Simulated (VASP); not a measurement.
# Co (Fm-3m) in VASP: notebook, part 2 of 2

VASP 6.6.1.

**3. Relaxation of cell and atoms, PBE**

This run uses another cell than the first one, of 11.07 Å³/atom.

The input, INCAR:

```
SYSTEM = Co
ALGO     = Normal         ! electronic algorithm
EDIFF    = 1E-7           ! SCF threshold, eV
EDIFFG   = -0.01          ! ionic threshold
ENCUT    = 690            ! plane-wave cutoff, eV
GGA      = PE             ! functional
GGA_COMPAT= .FALSE.      
IBRION   = 2              ! ionic algorithm
ISIF     = 3              ! what is computed and relaxed
ISMEAR   = -1             ! smearing method
LASPH    = .TRUE.         ! aspherical terms in the spheres
LCHARG   = .FALSE.        ! write CHGCAR
LREAL    = .FALSE.        ! projectors in reciprocal space
LWAVE    = .FALSE.        ! write WAVECAR
NELM     = 120            ! most SCF steps
NELMIN   = 4            
NSW      = 80             ! ionic steps
PREC     = Accurate       ! precision mode
SIGMA    = 0.1            ! smearing width, eV
```

The input, KPOINTS:

```
k-points
0
G
  15 15 15
  0 0 0
```

The input, POSCAR:

```
Co
1.0
    0.0000000000      1.7691019796      1.7691019796
    1.7691019796      0.0000000000      1.7691019796
    1.7691019796      1.7691019796      0.0000000000
Co
1
Direct
    0.0000000000      0.0000000000      0.0000000000
```

Potentials or basis: VASP PAW PBE potentials, release 64 (Co_sv).

On the command line:

```
> cat potpaw_PBE.64/Co_sv/POTCAR > POTCAR
> mpirun -np 1 vasp_std > vasp.out
```

OUTCAR:

```text
SYSTEM = Co
   EDIFF = 1E-7
   EDIFFG = -0.01
   ENCUT = 690
   GGA = PE
   IBRION = 2
   ISIF = 3
   ISMEAR = -1
   LASPH = .TRUE.
   LREAL = .FALSE.
   NELM = 120
   NELMIN = 4
   NSW = 80
   PREC = Accurate

 ion  position               nearest neighbor table
   1  0.000  0.000  0.000-

  LATTYP: Found a face centered cubic cell.
 ALAT       =     3.5382039592

  Lattice vectors:

 A1 = (   0.0000000000,   1.7691019796,   1.7691019796)
 A2 = (   1.7691019796,   0.0000000000,   1.7691019796)
 A3 = (   1.7691019796,   1.7691019796,   0.0000000000)

Analysis of symmetry for initial positions (statically):
=====================================================================
 Subroutine PRICEL returns:
[... 295 lines left out ...]
      2     -45.4338      2.00000
      3     -45.4338      2.00000
      4     -45.4338      2.00000
      5       3.5486      2.00000
      6      10.8175      2.00000
      7      10.8175      2.00000
      8      10.8175      2.00000
      9      12.1805      1.99288
     10      12.1805      1.99288
     11      36.0605      0.00000
     12      41.0393      0.00000
[... 331 lines left out ...]
 k-point    24 :       0.2000    0.1333    0.0000
  band No.  band energies     occupation
      1     -82.3674      2.00000
      2     -45.5455      2.00000
      3     -45.4704      2.00000
      4     -45.4671      2.00000
      5       5.1219      2.00000
      6      10.2021      2.00000
      7      11.2415      2.00000
      8      11.2902      2.00000
      9      11.7365      1.99992
     10      12.4031      1.93593
     11      33.3116      0.00000
     12      35.8151      0.00000

 [... further k-points ...]

------------------------ aborting loop because EDIFF is reached ----------------------------------------

  FORCE on cell =-STRESS in cart. coord.  units (eV):
  Direction    XX          YY          ZZ          XY          YZ          ZX
  --------------------------------------------------------------------------------------
  -------------------------------------------------------------------------------------
  Total       -0.0003724     -0.0003724     -0.0003724     -0.0000000      0.0000000     -0.0000000
  in kB       -0.0579034     -0.0579034     -0.0579034     -0.0000000      0.0000000     -0.0000000
  external PRESSURE =      -0.0579034 kB  Pullay stress =       0.0000000 kB
[... 16 lines left out ...]
  FREE ENERGIE OF THE ION-ELECTRON SYSTEM (eV)
  ---------------------------------------------------
  free  energy   TOTEN  =        -6.9665893936 eV

  energy  without entropy=       -6.8924318991  energy(sigma->0) =       -6.92951065

 reached required accuracy - stopping structural energy minimisation
```

OSZICAR:

```text
N       E                     dE             d eps       ncg     rms          rms(c)
DAV:   1     0.190874747595E+03    0.19087E+03   -0.11232E+04  3300   0.447E+03
DAV:   2     0.241248492807E+00   -0.19063E+03   -0.18201E+03  3828   0.827E+02
DAV:   3    -0.809432894302E+01   -0.83356E+01   -0.80563E+01  3436   0.154E+02
DAV:   4    -0.829403230732E+01   -0.19970E+00   -0.19941E+00  4004   0.242E+01
[... 36 lines left out ...]
DAV:   3    -0.696660572303E+01    0.50990E-03   -0.15358E-03  3064   0.160E+00    0.402E-02
DAV:   4    -0.696658980173E+01    0.15921E-04   -0.22730E-05  3564   0.102E-01    0.461E-03
DAV:   5    -0.696658962306E+01    0.17867E-06   -0.67726E-07  4156   0.287E-02    0.164E-03
DAV:   6    -0.696658941280E+01    0.21026E-06   -0.18218E-08  1764   0.423E-03    0.176E-04
DAV:   7    -0.696658939362E+01    0.19186E-07   -0.50512E-09  1532   0.201E-03
   4 F= -.69665894E+01 E0= -.69295106E+01  d E =-.409525E-01
```

CONTCAR:

```text
Co
   1.00000000000000
     0.0000000000000000    1.7271466700357201    1.7271466700357201
     1.7271466700357201    0.0000000000000000    1.7271466700357201
     1.7271466700357201    1.7271466700357201    0.0000000000000000
  Co
     1
Direct
     0.0000000000000000    0.0000000000000000    0.0000000000000000

  0.00000000E+00  0.00000000E+00  0.00000000E+00
```

It took 25 s on 1 thread of Intel Xeon 6975P-C (Granite Rapids), shared host; peak memory 0.15 GiB.

Results:

```
Free energy                           : -6.9666 eV
Relaxed volume                        : 10.30 Å³/atom
Relaxed cell                          : a = 2.443 Å, b = 2.443 Å, c = 2.443 Å, α = 60.00°, β = 60.00°, γ = 60.00°
Space group after relaxing (to 0.1 Å) : Fm-3m (No. 225)
Energy gained by relaxing             : 41.0 meV/atom
Ionic steps                           : 4
Pressure after relaxing               : 0.0 GPa
Band gap on the k mesh                : zero (an odd number of electrons rules out a gap without spin polarisation)
```

Step by step:
```tsv
step	energy change (eV)	largest force (eV/Å)	pressure (GPa)	volume (Å³)
1	0.0000	0.0000	-15.95	11.07
2	0.0351	0.0000	29.38	9.40
3	-0.0409	0.0000	-0.40	10.32
4	-0.0410	0.0000	-0.01	10.30
```

Final structure:
```cif
data_structure
_symmetry_space_group_name_H-M 'P 1'
_symmetry_Int_Tables_number 1
_cell_length_a 2.4426
_cell_length_b 2.4426
_cell_length_c 2.4426
_cell_angle_alpha 60.000
_cell_angle_beta 60.000
_cell_angle_gamma 60.000
_cell_volume 10.30
loop_
_atom_site_label
_atom_site_type_symbol
_atom_site_fract_x
_atom_site_fract_y
_atom_site_fract_z
_atom_site_occupancy
Co1 Co 0.00000 0.00000 0.00000 1
```

Levels at points of the mesh, in eV from the Fermi level:
```csv
k point,band 5,band 6,band 7,band 8,band 9,band 10,band 11,band 12
"(0.00, 0.00, 0.00)",-9.20,-1.93,-1.93,-1.93,-0.56,-0.56,23.32,28.30
```

Caveat: the run has no spin polarisation, though such a crystal can be magnetic. Spin polarisation is off, so any magnetic state and its effect on volume and gap are missing.
